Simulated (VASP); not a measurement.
# C (Fmmm) in VASP: a series of runs

The runs below take C through single point, with PBEsol+D3(BJ).

Everything below comes from runs of VASP 6.6.1. Logs are shortened: lines on timing, memory, paths and dates and some standing lists are left out, and cuts for length are marked.

## 1. The cell of the first run

The structure is orthorhombic, space group Fmmm (No. 69). The conventional cell has a = 2.480 Å, b = 4.293 Å, c = 6.707 Å, α = 90.00°, β = 90.00°, γ = 90.00°. C (site symmetry m2m) has 3 C at 1.43 Å within 1.9 Å.

## 2. Single point, PBEsol+D3(BJ) (atoms shifted along a free coordinate)

INCAR

```
ALGO = Normal
EDIFF = 1E-6
ENCUT = 520
GGA = PS
ISIF = 2
ISMEAR = 0
IVDW = 12
LASPH = True
LCHARG = False
LREAL = False
LWAVE = False
NBANDS = 11
NELM = 80
PREC = Accurate
SIGMA = 0.03
```

KPOINTS

```
k-points
0
Gamma
  16 16 16
```

POSCAR

```
C
1.0
    0.0000000000      2.1467349466      3.3536616560
    1.2402383360      0.0000000000      3.3536616560
    1.2402383360      2.1467349466      0.0000000000
C
2
Direct
    0.1667066167      0.8332933833      0.1667066167
    0.8332933833      0.1667066167      0.8332933833
```

Potentials or basis: VASP PAW PBE potentials, release 64 (C).

Started as:

```bash
$ cat potpaw_PBE.64/C/POTCAR > POTCAR
$ mpirun -np 1 vasp_std > vasp.out
```

OUTCAR:

```text
EDIFF = 1E-6
   ENCUT = 520
   GGA = PS
   ISIF = 2
   ISMEAR = 0
   IVDW = 12
   LASPH = True
   LREAL = False
   NELM = 80
   PREC = Accurate
 IVDW          = 12

 ion  position               nearest neighbor table
   1  0.167  0.833  0.167-   2 1.43   2 1.43   2 1.43
   2  0.833  0.167  0.833-   1 1.43   1 1.43   1 1.43

  LATTYP: Found a face centered orthorhombic cell.
 ALAT       =     2.4804766720
 B/A-ratio  =     1.7309051690
 C/A-ratio  =     2.7040461165

  Lattice vectors:

 A1 = (   0.0000000000,   2.1467349466,   3.3536616560)
 A2 = (   1.2402383360,   0.0000000000,   3.3536616560)
 A3 = (   1.2402383360,   2.1467349466,   0.0000000000)

Analysis of symmetry for initial positions (statically):
=====================================================================
 Subroutine PRICEL returns:
 Original cell was already a primitive cell.

 Routine SETGRP: Setting up the symmetry group for a
 face centered orthorhombic supercell.

 Subroutine GETGRP returns: Found  8 space group operations
 (whereof  8 operations were pure point group operations)
 out of a pool of  8 trial point group operations.

The static configuration has the point symmetry D_2h.

Analysis of symmetry for dynamics (positions and initial velocities):
=====================================================================
 Subroutine PRICEL returns:
 Original cell was already a primitive cell.

 Routine SETGRP: Setting up the symmetry group for a
 face centered orthorhombic supercell.

 Subroutine GETGRP returns: Found  8 space group operations
 (whereof  8 operations were pure point group operations)
 out of a pool of  8 trial point group operations.

The dynamic configuration has the point symmetry D_2h.

 Subroutine INISYM returns: Found  8 space group operations
 (whereof  8 operations are pure point group operations),
 and found     1 'primitive' translations

----------------------------------------------------------------------------------------

                                     Primitive cell

  volume of cell :      17.8580

  direct lattice vectors                    reciprocal lattice vectors
     0.000000000  2.146734947  3.353661656    -0.403148319  0.232911846  0.149090770
     1.240238336  0.000000000  3.353661656     0.403148319 -0.232911846  0.149090770
     1.240238336  2.146734947  0.000000000     0.403148319  0.232911846 -0.149090770

  length of vectors
     3.981898722  3.575645065  2.479246269     0.488880919  0.488880919  0.488880919

  position of ions in fractional coordinates (direct lattice)
     0.166706617  0.833293383  0.166706617
     0.833293383  0.166706617  0.833293383

  ion indices of the primitive-cell ions
   primitive index   ion index
                 1           1
                 2           2

----------------------------------------------------------------------------------------

 KPOINTS: k-points

Automatic generation of k-mesh.
 Grid dimensions read from file:
 generate k-points for:   16   16   16

 Generating k-lattice:

  Cartesian coordinates                     Fractional coordinates (reciprocal lattice)
    -0.025196770  0.014556990  0.009318173     0.062500000  0.000000000  0.000000000
     0.025196770 -0.014556990  0.009318173    -0.000000000  0.062500000 -0.000000000
     0.025196770  0.014556990 -0.009318173     0.000000000  0.000000000  0.062500000

  Length of vectors
     0.030555057  0.030555057  0.030555057

  Shift w.r.t. Gamma in fractional coordinates (k-lattice)
     0.000000000  0.000000000  0.000000000

 Subroutine IBZKPT returns following result:
 ===========================================

 Found    621 irreducible k-points:

 Following reciprocal coordinates:
            Coordinates               Weight
  0.000000  0.000000  0.000000      1.000000
  0.062500  0.000000  0.000000      8.000000
  0.125000  0.000000  0.000000      8.000000
  0.187500 -0.000000 -0.000000      8.000000
  0.250000  0.000000  0.000000      8.000000
  0.312500 -0.000000 -0.000000      8.000000
[... 16 lines left out ...]
 -0.125000  0.062500  0.000000      8.000000
 -0.062500  0.062500  0.000000      4.000000
 [... further k-points ...]
   k-points           NKPTS =    621   k-points in BZ     NKDIM =    621   number of bands    NBANDS=     11
   number of dos      NEDOS =    301   number of ions     NIONS =      2
   total plane-waves  NPLWV =  15120
   dimension x,y,z NGX =    30 NGY =   28 NGZ =   18
   dimension x,y,z NGXF=    60 NGYF=   56 NGZF=   36
   ions per type =               2
   NGX,Y,Z   is equivalent  to a cutoff of  12.53, 13.02, 12.07 a.u.
   NGXF,Y,Z  is equivalent  to a cutoff of  25.05, 26.04, 24.14 a.u.
 SYSTEM =  unknown system
   PREC   = accura    normal or accurate (medium, high low for compatibility)
   ISTART =      0    job   : 0-new  1-cont  2-samecut
   ICHARG =      2    charge: 1-file 2-atom 10-const
   ISPIN  =      1    spin polarized calculation?
   LNONCOLLINEAR =      F non collinear calculations
   LSORBIT =      F    spin-orbit coupling
   LASPH  =      T    aspherical Exc in radial PAW
   ENCUT  =  520.0 eV  38.22 Ry    6.18 a.u.   7.40  6.65  4.61*2*pi/ulx,y,z
   NELM   =     80;   NELMIN=  2; NELMDL= -5     # of ELM steps
   EDIFF  = 0.1E-05   stopping-criterion for ELM
   LREAL  =      F    real-space projection
   EDIFFG = 0.1E-04   stopping-criterion for IOM
   NSW    =      0    number of steps for IOM
   IBRION =     -1    ionic relax: 0-MD 1-quasi-New 2-CG
   NFREE  =      0    steps in history (QN), initial steepest desc. (CG)
   ISIF   =      2    stress and relaxation
   ISYM   =      2    0-nonsym 1-usesym 2-fastsym
   POTIM  = 0.5000    time-step for ionic-motion
   TEBEG  =    0.0;   TEEND  =   0.0 temperature during run
   PSTRESS=    0.0 pullay stress
   NELECT =       8.0000    total number of electrons
   NUPDOWN=      -1.0000    fix difference up-down
   EMIN   =  10.00;   EMAX   =-10.00  energy-range for DOS
   EFERMI =   0.00;   METHOD = LEGACY
   ISMEAR =     0;   SIGMA  =   0.03  broadening in eV -4-tet -1-fermi 0-gaus
   EFERMI_NEDOS =   21; number of points for ismear=-14 and -15
   IALGO  =     38    algorithm
   IMIX   =      4    mixing-type and parameters
     AMIX     =   0.40;   BMIX     =  1.00
     AMIX_MAG =   1.60;   BMIX_MAG =  1.00
  volume/ion in A,a.u.               =       8.93        60.26
  Fermi-wavevector in a.u.,A,eV,Ry     =   1.252643  2.367152 21.349089  1.569114
  Thomas-Fermi vector in A             =   2.386533
   LORBIT       =      0    0 simple, 1 ext, 2 COOP (PROOUT), +10 PAW based schemes
   GGA     = PS    functional components
   LHFCALC =     F    Hartree Fock is set to
   AEXX    =    0.0000 exact exchange contribution
   IVDW    =    12    specifies the selected vdW correction
   LEPSILON=     F    determine dielectric tensor
   LRPA    =     F    only Hartree local field effects (RPA)
 non-spin polarized calculation
 Gauss-broadening in eV      SIGMA  =   0.03
  energy-cutoff  :      520.00
  volume of cell :       17.86
 maximum number of plane-waves:       500
 NGX is ok and might be reduce to    30
   NGX = 15   NGY = 13   NGZ =  9

 number of electron       8.0000001 magnetization

 Free energy of the ion-electron system (eV)
  ---------------------------------------------------
  ext. energy  EPLUGINS =         0.00000000
  ---------------------------------------------------
  free energy    TOTEN  =       -19.27401746 eV

  energy without entropy =      -19.27401745  energy(sigma->0) =      -19.27401746

 E-fermi :   4.3889     XC(G=0): -10.5129

 val. band max:        4.3014326131   @ k =   0.4375  -0.1875   0.3125
 cond. band min:       4.4693512809   @ k =   0.0000   0.3125   0.3125
 fundamental gap:      0.1679186678
 Fermi energy:         4.3889033458

 k-point     1 :       0.0000    0.0000    0.0000
  band No.  band energies     occupation
      1     -14.9778      2.00000
      2      -1.9302      2.00000
      3       1.5225      2.00000
      4       1.5358      2.00000
      5       8.6196      0.00000
      6      12.6896      0.00000
      7      12.7625      0.00000
      8      15.7005      0.00000
      9      16.8320      0.00000
     10      26.6083      0.00000
     11      29.8157      0.00000

 k-point     2 :       0.0625    0.0000    0.0000
  band No.  band energies     occupation
      1     -14.8827      2.00000
      2      -1.8503      2.00000
      3       1.1637      2.00000
      4       1.3316      2.00000
      5       8.7802      0.00000
      6      12.7823      0.00000
      7      13.1041      0.00000
      8      15.3642      0.00000
      9      17.0074      0.00000
     10      26.9157      0.00000
     11      28.7882      0.00000

 k-point     3 :       0.1250    0.0000    0.0000
  band No.  band energies     occupation
      1     -14.5980      2.00000
      2      -1.6093      2.00000
      3       0.1711      2.00000
      4       0.8298      2.00000
      5       9.2580      0.00000
      6      12.8003      0.00000
      7      14.1881      0.00000
      8      14.4272      0.00000
      9      17.5765      0.00000
     10      26.6788      0.00000
     11      27.7866      0.00000

 k-point     4 :       0.1875   -0.0000   -0.0000
  band No.  band energies     occupation
      1     -14.1263      2.00000
      2      -1.2181      2.00000
      3      -1.2037      2.00000
      4       0.1850      2.00000
      5      10.0363      0.00000
      6      12.6723      0.00000
      7      13.0461      0.00000
      8      15.7928      0.00000
      9      18.5251      0.00000
     10      24.7541      0.00000
     11      28.6062      0.00000

 k-point     5 :       0.2500    0.0000    0.0000
  band No.  band energies     occupation
      1     -13.4721      2.00000
      2      -2.8001      2.00000
      3      -0.6369      2.00000
      4      -0.4636      2.00000
      5      10.9923      0.00000
      6      11.5026      0.00000
      7      12.4539      0.00000
      8      17.7235      0.00000
      9      19.6723      0.00000
     10      23.1954      0.00000
     11      27.7950      0.00000
[... 211 lines left out ...]
 k-point    21 :      -0.2500    0.0625    0.0000
  band No.  band energies     occupation
      1     -12.6782      2.00000
      2      -4.4245      2.00000
      3      -1.0290      2.00000
      4       0.3649      2.00000
      5       9.5530      0.00000
      6      11.7128      0.00000
      7      12.2699      0.00000
      8      19.8113      0.00000
      9      20.8302      0.00000
     10      21.9264      0.00000
     11      26.9978      0.00000

 k-point    22 :      -0.1875    0.0625    0.0000
  band No.  band energies     occupation
      1     -13.5016      2.00000
      2      -2.7883      2.00000
      3      -0.4644      2.00000
      4      -0.3940      2.00000
      5      10.5626      0.00000
      6      11.3466      0.00000
      7      12.4434      0.00000
      8      17.7233      0.00000
      9      19.7672      0.00000
     10      23.0074      0.00000
     11      27.8667      0.00000

 k-point    23 :      -0.1250    0.0625    0.0000
  band No.  band energies     occupation
      1     -14.1473      2.00000
      2      -1.2109      2.00000
      3      -1.0262      2.00000
      4       0.1850      2.00000
      5       9.6695      0.00000
      6      12.6739      0.00000
      7      13.0056      0.00000
      8      15.7923      0.00000
      9      18.5558      0.00000
     10      24.6599      0.00000
     11      28.7974      0.00000

 k-point    24 :      -0.0625    0.0625    0.0000
  band No.  band energies     occupation
      1     -14.6090      2.00000
      2      -1.5142      2.00000
      3       0.1731      2.00000
      4       0.8298      2.00000
      5       9.0651      0.00000
      6      12.8018      0.00000
      7      14.1913      0.00000
      8      14.4111      0.00000
      9      17.5854      0.00000
     10      26.6749      0.00000
     11      27.7687      0.00000

 [... further k-points ...]

------------------------ aborting loop because EDIFF is reached ----------------------------------------

 Edisp (eV)   -0.21984

 E8    (eV) :    -0.1069

  FORCE on cell =-STRESS in cart. coord.  units (eV):
  Direction    XX          YY          ZZ          XY          YZ          ZX
  --------------------------------------------------------------------------------------
  -------------------------------------------------------------------------------------
  Total      -1.10329    -1.13728    -0.02456     0.00000     0.00000     0.00000
  in kB     -98.98458  -102.03375    -2.20312     0.00000     0.00000     0.00000
  external pressure =      -67.74 kB  Pullay stress =        0.00 kB

 VOLUME and BASIS-vectors are now :
 -----------------------------------------------------------------------------
  energy-cutoff  :      520.00
  volume of cell :       17.86
      direct lattice vectors                 reciprocal lattice vectors
     0.000000000  2.146734947  3.353661656    -0.403148319  0.232911846  0.149090770
     1.240238336  0.000000000  3.353661656     0.403148319 -0.232911846  0.149090770
     1.240238336  2.146734947  0.000000000     0.403148319  0.232911846 -0.149090770

 POSITION                                       TOTAL-FORCE (eV/Angst)
 -----------------------------------------------------------------------------------
      1.24024      0.71575      3.35366         0.000000     -0.026554      0.000000
      1.24024      3.57772      3.35366         0.000000      0.026554      0.000000
 -----------------------------------------------------------------------------------
    total drift:                               -0.000000      0.000000     -0.000000

  FREE ENERGIE OF THE ION-ELECTRON SYSTEM (eV)
  ---------------------------------------------------
  free  energy   TOTEN  =       -19.4938525718 eV

  energy  without entropy=      -19.4938525588  energy(sigma->0) =      -19.49385257
```

Run time: 67 s. Hardware: 1 thread of AMD EPYC 9R45 (Zen 5), shared host; peak memory 0.19 GiB.

Results:

| Quantity | Value |
| --- | --- |
| Free energy | -19.4939 eV |
| Pressure | -6.8 GPa |
| Largest force | 0.027 eV/Å |
| Dispersion energy per atom | -0.110 eV |

Forces in eV/Å, atoms in the order of the input:
```
C    0.000 -0.027  0.000
C    0.000  0.027  0.000
```

Caveat: the cell differs from its parent crystal (atoms shifted along a free coordinate); the cell stands under tension; the PAW data sets were made with another functional, which shifts forces and pressure a little.

## 3. Single point, PBEsol+D3(BJ) (atoms shifted along a free coordinate)

INCAR

```
PREC     = Accurate       # precision mode
ENCUT    = 520            # plane-wave cutoff, eV
EDIFF    = 1E-7           # SCF threshold, eV
ISMEAR   = 0              # smearing method
SIGMA    = 0.03           # smearing width, eV
LREAL    = False          # projectors in reciprocal space
LASPH    = True           # aspherical terms in the spheres
NELM     = 80             # most SCF steps
ALGO     = Normal         # electronic algorithm
ISIF     = 2              # what is computed and relaxed
LWAVE    = False          # write WAVECAR
LCHARG   = True           # write CHGCAR
GGA      = PS             # functional
IVDW     = 12             # dispersion correction
LELF     = True           # ELF
LVHAR    = True         
NBANDS   = 11             # bands
```

KPOINTS

```
regular mesh
0
Gamma
  16 16 16
```

POSCAR

```
C
1.0
    0.0000000000      2.1467349466      3.3536616560
    1.2402383360      0.0000000000      3.3536616560
    1.2402383360      2.1467349466      0.0000000000
C
2
Direct
    0.1432103113      0.8567896887      0.1432103113
    0.8567896887      0.1432103113      0.8567896887
```

Potentials or basis: VASP PAW PBE potentials, release 64 (C).

Started as:

```bash
$ cat potpaw_PBE.64/C/POTCAR > POTCAR
$ mpirun -np 1 vasp_std > vasp.out
```

It took 81 s on 1 thread of AMD EPYC 9R45 (Zen 5), shared host; peak memory 0.19 GiB.

The run converged. Its results:

| Quantity | Value |
| --- | --- |
| Free energy | -18.2719 eV |
| Pressure | 15.0 GPa |
| Largest force | 13.112 eV/Å |
| Band gap on the k mesh | zero (bands 4 and 5 overlap by 1.37 eV) |
| Dispersion energy per atom | -0.110 eV |

Forces in eV/Å, atoms in the order of the input:
```
C     0.000  13.112   0.000
C     0.000 -13.112   0.000
```

Stress tensor (GPa, compression positive):
```
-8.48  0.00  0.00
 0.00 54.56  0.00
 0.00  0.00 -1.06
```

Levels at points of the mesh, in eV from the Fermi level:
```
           k point  band 1  band 2  band 3  band 4  band 5  band 6  band 7  band 8
(0.00, 0.00, 0.00)  -19.17   -6.22   -5.20    0.52    4.54    4.87   10.79   12.00
(0.50, 0.00, 0.00)  -14.51  -11.93   -6.11   -2.82    3.21    6.01   12.56   13.91
(0.50, 0.50, 0.00)  -18.87   -8.20   -5.15    0.47    4.80   10.54   10.58   12.07
(0.50, 0.00, 0.50)  -14.56  -12.98   -4.96    0.41    0.54    8.41   10.58   11.76
(0.00, 0.50, 0.50)  -14.40  -12.73   -5.02   -1.21   -0.85    7.99   14.20   17.18
```

Caveat: the cell differs from its parent crystal (atoms shifted along a free coordinate); the cell stands under pressure; the PAW data sets were made with another functional, which shifts forces and pressure a little.
